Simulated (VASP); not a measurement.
Set up this calculation in VASP 6.6.1, as the native input.

| Item | Value |
| --- | --- |
| Task | single point |
| Functional | PBE |
| Potentials or basis | VASP PAW PBE potentials, release 64 (Ba_sv, Ti_sv, O_h) |
| Cutoff | 1340 eV |
| k mesh | 6 × 6 × 6 |
| Occupations | fermi-dirac, width 0.02 eV |
| Spin | no spin polarisation |
| Dipole correction | no |
| Further INCAR settings | ALGO = Normal; EDIFF = 1e-06; NBANDS = 28 |

The structure of BaTiO3 lies in POSCAR:

```
BaTiO3
1.0
    4.0514814922      0.0000000000      0.0000000000
    0.0000000000      4.0514814922      0.0000000000
    0.0000000000      0.0000000000      4.0125839363
Ba Ti O
1 1 3
Direct
    0.5000000000      0.5000000000      0.5807531748
    0.0000000000      0.0000000000      0.0960831836
    0.0000000000      0.5000000000      0.0652048700
    0.5000000000      0.0000000000      0.0652048700
    0.0000000000      0.0000000000      0.5527508916
```

This cell differs from its parent crystal: epitaxial xy strain +2.0%.

The input as run:

INCAR

```
SYSTEM = BaTiO3
PREC = Accurate
ENCUT = 1340
EDIFF = 1E-6
ISMEAR = -1
SIGMA = 0.02
LREAL = .False.
LASPH = .True.
NELM = 120
ALGO = Normal
ISIF = 2
LWAVE = .False.
LCHARG = .True.
GGA = PE
LELF = .True.
LVHAR = .True.
NBANDS = 28
GGA_COMPAT = .False.
```

KPOINTS

```
Automatic mesh
0
Gamma
  6 6 6
  0 0 0
```

Potentials or basis: VASP PAW PBE potentials, release 64 (Ba_sv, Ti_sv, O_h).

Launch:

```console
$ cat potpaw_PBE.64/Ba_sv/POTCAR potpaw_PBE.64/Ti_sv/POTCAR potpaw_PBE.64/O_h/POTCAR > POTCAR
$ mpirun -np 1 vasp_std > vasp.out
```

Results of the run:

| Property | Result |
| --- | --- |
| Pressure | 1.1 GPa |
| Largest force | 0.146 eV/Å |
| Band gap on the k mesh | 1.76 eV (least direct gap 2.11 eV) |

Caveat: the cell differs from its parent crystal (epitaxial xy strain +2.0%); the stress differs along the axes, from -1 to 5 GPa; spin-orbit coupling is left out, which moves the levels of the heavy elements.

Wall time 4.1 min on 1 thread of Intel(R) Xeon(R) Platinum 8259CL CPU @ 2.50GHz (Skylake/Cascade Lake) (shared host), peak memory 0.54 GiB.
